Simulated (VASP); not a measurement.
# MgPdC4N4 (P-43m) in VASP: further runs

Runs on MgPdC4N4. Level: PBE. Tasks: single point.

Everything below comes from runs of VASP 6.6.1. Logs are shortened: lines on timing, memory, paths and dates and some standing lists are left out, and cuts for length are marked.

### Step 1. The cell of the first run

The structure is cubic, space group P-43m (No. 215). The conventional cell has a = 5.985 Å, b = 5.985 Å, c = 5.985 Å, α = 90.00°, β = 90.00°, γ = 90.00°. Within 2.7 Å of Mg (site symmetry -43m) lie 4 N at 2.07 Å. Within 2.6 Å of Pd (site symmetry -43m) lie 4 C at 1.94 Å. Within 1.6 Å of C (site symmetry 3m) lie 1 N at 1.17 Å. N (site symmetry 3m) has 1 C at 1.17 Å within 1.6 Å.

### Step 2. Single point, PBE, collinear spin

INCAR reads:

```
PREC = Accurate ; ENCUT = 520
EDIFF = 1E-6 ; ISMEAR = 0
SIGMA = 0.1 ; LREAL = False
LASPH = True ; NELM = 150
ALGO = Normal ; ISIF = 2
LWAVE = False ; LCHARG = True
ISPIN = 2 ; MAGMOM = 0 1 0 0 0 0 0 0 0 0
LORBIT = 11 ; LMAXMIX = 4
GGA = PE ; LELF = True
LVHAR = True ; NBANDS = 39
```

KPOINTS reads:

```
Automatic mesh
0
Gamma
  4 4 4
```

POSCAR reads:

```
MgPdC4N4
1.0
    5.9848128900      0.0000000000      0.0000000000
    0.0000000000      5.9848128900      0.0000000000
    0.0000000000      0.0000000000      5.9848128900
Mg Pd C N
1 1 4 4
Direct
    0.5000000000      0.5000000000      0.5000000000
    0.0000000000      0.0000000000      0.0000000000
    0.1869573600      0.1869573600      0.1869573600
    0.1869573600      0.8130426400      0.8130426400
    0.8130426400      0.1869573600      0.8130426400
    0.8130426400      0.8130426400      0.1869573600
    0.2998263600      0.2998263600      0.2998263600
    0.2998263600      0.7001736400      0.7001736400
    0.7001736400      0.2998263600      0.7001736400
    0.7001736400      0.7001736400      0.2998263600
```

Potentials or basis: VASP PAW PBE potentials, release 64 (Mg, Pd, C, N).

Launch:

```sh
> cat potpaw_PBE.64/Mg/POTCAR potpaw_PBE.64/Pd/POTCAR potpaw_PBE.64/C/POTCAR potpaw_PBE.64/N/POTCAR > POTCAR
> mpirun -np 1 vasp_std > vasp.out
```

OUTCAR:

```text
PREC = Accurate
   ENCUT = 520
   EDIFF = 1E-6
   ISMEAR = 0
   LREAL = False
   LASPH = True
   NELM = 150
   ISIF = 2
   ISPIN = 2
   LORBIT = 11
   GGA = PE

 ion  position               nearest neighbor table
   1  0.500  0.500  0.500-   7 2.07   8 2.07   9 2.07  10 2.07
   2  0.000  0.000  0.000-   3 1.94   4 1.94   5 1.94   6 1.94
   3  0.187  0.187  0.187-   7 1.17   2 1.94
   4  0.187  0.813  0.813-   8 1.17   2 1.94
   5  0.813  0.187  0.813-   9 1.17   2 1.94
   6  0.813  0.813  0.187-  10 1.17   2 1.94
   7  0.300  0.300  0.300-   3 1.17   1 2.07
   8  0.300  0.700  0.700-   4 1.17   1 2.07
   9  0.700  0.300  0.700-   5 1.17   1 2.07
  10  0.700  0.700  0.300-   6 1.17   1 2.07

  LATTYP: Found a simple cubic cell.
 ALAT       =     5.9848128900

  Lattice vectors:

 A1 = (   5.9848128900,   0.0000000000,   0.0000000000)
 A2 = (   0.0000000000,   5.9848128900,   0.0000000000)
 A3 = (   0.0000000000,   0.0000000000,   5.9848128900)

Analysis of symmetry for initial positions (statically):
=====================================================================
 Subroutine PRICEL returns:
 Original cell was already a primitive cell.

 Routine SETGRP: Setting up the symmetry group for a
 simple cubic supercell.

 Subroutine GETGRP returns: Found 24 space group operations
 (whereof 24 operations were pure point group operations)
 out of a pool of 48 trial point group operations.

The static configuration has the point symmetry T_d .

Analysis of symmetry for dynamics (positions and initial velocities):
=====================================================================
 Subroutine PRICEL returns:
 Original cell was already a primitive cell.

 Routine SETGRP: Setting up the symmetry group for a
 simple cubic supercell.

 Subroutine GETGRP returns: Found 24 space group operations
 (whereof 24 operations were pure point group operations)
 out of a pool of 48 trial point group operations.

The dynamic configuration has the point symmetry T_d .

Analysis of structural, dynamic, and magnetic symmetry:
=====================================================================
 Subroutine PRICEL returns:
 Original cell was already a primitive cell.
[... 152 lines left out ...]
  ext. energy  EPLUGINS =         0.00000000
  ---------------------------------------------------
  free energy    TOTEN  =       -73.52792783 eV

  energy without entropy =      -73.46533803  energy(sigma->0) =      -73.49663293

 E-fermi :  -1.3641     XC(G=0):  -6.9328

 val. band max:       -1.3665010903   @ k =   0.2500   0.2500   0.0000
 cond. band min:      -1.3592076536   @ k =   0.2500   0.2500   0.2500
 fundamental gap:      0.0072934367
 Fermi energy:        -1.3641405298

 spin component 1

 k-point     1 :       0.0000    0.0000    0.0000
  band No.  band energies     occupation
      1     -18.6342      1.00000
      2     -18.5364      1.00000
      3     -18.5364      1.00000
      4     -18.5364      1.00000
      5      -9.0880      1.00000
      6      -8.6099      1.00000
[... 379 lines left out ...]
     35       6.0572      0.00000
     36       6.0572      0.00000
 Fermi energy:        -1.3641405298

 spin component 2

 k-point     1 :       0.0000    0.0000    0.0000
  band No.  band energies     occupation
      1     -18.4923      1.00000
      2     -18.3941      1.00000
      3     -18.3941      1.00000
      4     -18.3941      1.00000
      5      -8.8187      1.00000
      6      -8.2051      1.00000
[... 379 lines left out ...]
     35       6.1638      0.00000
     36       6.1638      0.00000
 [bands above 36 left out]

------------------------ aborting loop because EDIFF is reached ----------------------------------------

  FORCE on cell =-STRESS in cart. coord.  units (eV):
  Direction    XX          YY          ZZ          XY          YZ          ZX
  --------------------------------------------------------------------------------------
  -------------------------------------------------------------------------------------
  Total        4.0520605      4.0520605      4.0520605     -0.0000000     -0.0000000     -0.0000000
  in kB       30.2855018     30.2855018     30.2855018     -0.0000000     -0.0000000     -0.0000000
  external PRESSURE =      30.2855018 kB  Pullay stress =       0.0000000 kB

 VOLUME and BASIS-vectors are now :
 -----------------------------------------------------------------------------
  energy-cutoff  :      520.00
  volume of cell :      214.36
      direct lattice vectors                 reciprocal lattice vectors
     5.984812890  0.000000000  0.000000000     0.167089601  0.000000000  0.000000000
     0.000000000  5.984812890  0.000000000     0.000000000  0.167089601  0.000000000
     0.000000000  0.000000000  5.984812890     0.000000000  0.000000000  0.167089601

 POSITION                                       TOTAL-FORCE (eV/Angst)
 -----------------------------------------------------------------------------------
      2.99241      2.99241      2.99241        -0.000000      0.000000      0.000000
      0.00000      0.00000      0.00000        -0.000000      0.000000      0.000000
      1.11890      1.11890      1.11890         0.579536      0.579536      0.579536
      1.11890      4.86591      4.86591         0.579536     -0.579536     -0.579536
      4.86591      1.11890      4.86591        -0.579536      0.579536     -0.579536
      4.86591      4.86591      1.11890        -0.579536     -0.579536      0.579536
      1.79440      1.79440      1.79440         0.480328      0.480328      0.480328
      1.79440      4.19041      4.19041         0.480328     -0.480328     -0.480328
      4.19041      1.79440      4.19041        -0.480328      0.480328     -0.480328
      4.19041      4.19041      1.79440        -0.480328     -0.480328      0.480328
 -----------------------------------------------------------------------------------
    total drift:                                0.000000      0.000000      0.000000

  FREE ENERGIE OF THE ION-ELECTRON SYSTEM (eV)
  ---------------------------------------------------
  free  energy   TOTEN  =       -73.5279278313 eV

  energy  without entropy=      -73.4653380265  energy(sigma->0) =      -73.49663293

 total charge

# of ion       s       p       d       tot
------------------------------------------
    1        0.137   0.149   0.052   0.338
    2        0.650   1.045   8.362  10.058
    3        0.956   1.631   0.000   2.587
    4        0.956   1.631   0.000   2.587
    5        0.956   1.631   0.000   2.587
    6        0.956   1.631   0.000   2.587
    7        1.306   2.592   0.000   3.899
    8        1.306   2.592   0.000   3.899
    9        1.306   2.592   0.000   3.899
   10        1.306   2.592   0.000   3.899
--------------------------------------------------
tot          9.837  18.087   8.414  36.339

 magnetization (x)

# of ion       s       p       d       tot
------------------------------------------
    1        0.001   0.001   0.001   0.003
    2        0.004   0.250   0.717   0.971
    3        0.027   0.047   0.000   0.074
    4        0.027   0.047   0.000   0.074
    5        0.027   0.047   0.000   0.074
    6        0.027   0.047   0.000   0.074
    7        0.004   0.072   0.000   0.076
    8        0.004   0.072   0.000   0.076
    9        0.004   0.072   0.000   0.076
   10        0.004   0.072   0.000   0.076
--------------------------------------------------
tot          0.127   0.726   0.718   1.570
```

OSZICAR:

```text
N       E                     dE             d eps       ncg     rms          rms(c)
DAV:   1     0.269543298191E+03    0.26954E+03   -0.20534E+04  1560   0.102E+03
DAV:   2    -0.544352752512E+02   -0.32398E+03   -0.30876E+03  1992   0.244E+02
DAV:   3    -0.846977706221E+02   -0.30262E+02   -0.29745E+02  1950   0.753E+01
DAV:   4    -0.852247642573E+02   -0.52699E+00   -0.52605E+00  1726   0.119E+01
DAV:   5    -0.852334839536E+02   -0.87197E-02   -0.87183E-02  1965   0.140E+00    0.289E+01
DAV:   6    -0.780074990439E+02    0.72260E+01   -0.49247E+01  1755   0.501E+01    0.344E+01
DAV:   7    -0.739401750752E+02    0.40673E+01   -0.13307E+01  1722   0.261E+01    0.103E+01
DAV:   8    -0.735933672204E+02    0.34681E+00   -0.21767E+00  1812   0.979E+00    0.540E+00
DAV:   9    -0.735244801826E+02    0.68887E-01   -0.31711E-01  1889   0.388E+00    0.181E+00
DAV:  10    -0.735259633040E+02   -0.14831E-02   -0.58069E-02  1860   0.163E+00    0.542E-01
DAV:  11    -0.735268305255E+02   -0.86722E-03   -0.11440E-02  1852   0.675E-01    0.205E-01
DAV:  12    -0.735276144145E+02   -0.78389E-03   -0.15312E-03  1940   0.215E-01    0.113E-01
DAV:  13    -0.735277895835E+02   -0.17517E-03   -0.11426E-04  1721   0.617E-02    0.556E-02
DAV:  14    -0.735279183742E+02   -0.12879E-03   -0.16027E-04  1721   0.634E-02    0.152E-02
DAV:  15    -0.735279250289E+02   -0.66547E-05   -0.52308E-06  1952   0.144E-02    0.659E-03
DAV:  16    -0.735279270846E+02   -0.20557E-05   -0.12390E-06  1347   0.699E-03    0.279E-03
DAV:  17    -0.735279278313E+02   -0.74667E-06   -0.51972E-07  1242   0.508E-03
   1 F= -.73527928E+02 E0= -.73496633E+02  d E =-.625898E-01  mag=     2.0000
```

stdout:

```text
POSCAR found type information on POSCAR MgPdC N
 POSCAR found :  4 types and      10 ions
 scaLAPACK will be used
 LDA part: xc-table for (Slater+PW92), standard interpolation
 POSCAR, INCAR and KPOINTS ok, starting setup
 FFT: planning ... GRIDC
 FFT: planning ... GRID_SOFT
 FFT: planning ... GRID
 WAVECAR not read
 entering main loop
```

It took 2.1 min on 1 thread of Intel Xeon 6975P-C (Granite Rapids), shared host; peak memory 0.48 GiB.

What came out:

- Free energy: -73.5279 eV
- Pressure: 3.0 GPa
- Largest force: 1.004 eV/Å
- Band gap on the k mesh: zero (filled and empty bands overlap)
- Net moment: 2.00 μB per cell
- Site moments: Mg +0.00; Pd +0.97; C +0.07; N +0.08 μB
- Valence electrons inside the program's atomic spheres: Mg 0.34; Pd 10.06; C 2.59; N 3.90

Forces in eV/Å, atoms in the order of the input:
```
Mg   0.000  0.000  0.000
Pd   0.000  0.000  0.000
C    0.580  0.580  0.580
C    0.580 -0.580 -0.580
C   -0.580  0.580 -0.580
C   -0.580 -0.580  0.580
N    0.480  0.480  0.480
N    0.480 -0.480 -0.480
N   -0.480  0.480 -0.480
N   -0.480 -0.480  0.480
```

Caveat: the cell stands under pressure; forces of over 1 eV/Å act on the atoms, so gaps and moduli don't describe the material at rest.

### Step 3. Single point, PBE, collinear spin

This run uses another cell than the first one, of 22.44 Å³/atom.

INCAR reads:

```
SYSTEM = MgPdC4N4
PREC = Accurate
ENCUT = 520
EDIFF = 1E-6
ISMEAR = 0
SIGMA = 0.1
LREAL = .False.
LASPH = .True.
NELM = 150
ALGO = Normal
ISIF = 2
LWAVE = .False.
LCHARG = .False.
ISPIN = 2
MAGMOM = 0 1 0 0 0 0 0 0 0 0
LORBIT = 11
LMAXMIX = 4
GGA = PE
NBANDS = 39
```

KPOINTS reads:

```
regular mesh
0
Gamma
  4 4 4
  0 0 0
```

POSCAR reads:

```
MgPdC4N4
1.0
    6.0768639982      0.0000000000      0.0000000000
    0.0000000000      6.0768639982      0.0000000000
    0.0000000000      0.0000000000      6.0768639982
Mg Pd C N
1 1 4 4
Direct
    0.5000000000      0.5000000000      0.5000000000
    0.0000000000      0.0000000000      0.0000000000
    0.1948454743      0.1948454743      0.1948454743
    0.1948454743      0.8051545257      0.8051545257
    0.8051545257      0.1948454743      0.8051545257
    0.8051545257      0.8051545257      0.1948454743
    0.3058750860      0.3058750860      0.3058750860
    0.3058750860      0.6941249140      0.6941249140
    0.6941249140      0.3058750860      0.6941249140
    0.6941249140      0.6941249140      0.3058750860
```

Potentials or basis: VASP PAW PBE potentials, release 64 (Mg, Pd, C, N).

Launch:

```sh
> cat potpaw_PBE.64/Mg/POTCAR potpaw_PBE.64/Pd/POTCAR potpaw_PBE.64/C/POTCAR potpaw_PBE.64/N/POTCAR > POTCAR
> mpirun -np 1 vasp_std > vasp.out
```

Run time: 1.8 min. Hardware: 1 thread of Intel Xeon 6975P-C (Granite Rapids), shared host; peak memory 0.49 GiB.

The run converged. Its results:

```
Free energy                                           : -73.8679 eV
Pressure                                              : 0.5 GPa
Largest force                                         : 0.402 eV/Å
Band gap on the k mesh                                : zero (filled and empty bands overlap)
Net moment                                            : 2.00 μB per cell
Site moments                                          : Mg +0.00; Pd +1.06; C +0.08; N +0.05 μB
Valence electrons inside the program's atomic spheres : Mg 0.36; Pd 9.57; C 2.56; N 3.91
```

Forces on the atoms (eV/Å):
```
Mg   0.000  0.000  0.000
Pd   0.000  0.000  0.000
C   -0.226 -0.226 -0.226
C   -0.226  0.226  0.226
C    0.226 -0.226  0.226
C    0.226  0.226 -0.226
N    0.232  0.232  0.232
N    0.232 -0.232 -0.232
N   -0.232  0.232 -0.232
N   -0.232 -0.232  0.232
```

Levels at points of the mesh, in eV from the Fermi level:
Spin up:
```csv
k point,band 21,band 22,band 23,band 24,band 25,band 26,band 27,band 28,band 29,band 30
"(0.00, 0.00, 0.00)",-2.34,-2.34,-0.74,-0.74,-0.74,4.35,4.35,4.35,4.99,4.99
"(0.50, 0.00, 0.00)",-2.29,-2.16,-0.71,-0.56,-0.56,4.42,4.42,4.60,4.85,5.17
"(0.50, 0.50, 0.00)",-2.26,-2.08,-0.70,-0.54,-0.54,4.63,4.76,4.79,4.79,5.05
"(0.50, 0.50, 0.50)",-2.20,-2.20,-0.68,-0.68,-0.68,4.73,4.73,4.73,5.07,5.07
```
Spin down:
| k point | band 19 | band 20 | band 21 | band 22 | band 23 | band 24 | band 25 | band 26 | band 27 | band 28 |
| --- | --- | --- | --- | --- | --- | --- | --- | --- | --- | --- |
| (0.00, 0.00, 0.00) | -2.90 | -2.90 | -2.05 | -2.05 | -0.08 | -0.08 | -0.08 | 4.61 | 4.61 | 4.61 |
| (0.50, 0.00, 0.00) | -2.95 | -2.95 | -2.01 | -1.88 | -0.06 | 0.10 | 0.10 | 4.63 | 4.63 | 4.87 |
| (0.50, 0.50, 0.00) | -2.95 | -2.94 | -1.98 | -1.82 | -0.01 | 0.11 | 0.11 | 4.88 | 4.94 | 4.98 |
| (0.50, 0.50, 0.50) | -2.79 | -2.79 | -1.94 | -1.94 | -0.01 | -0.01 | -0.01 | 4.98 | 4.98 | 4.98 |
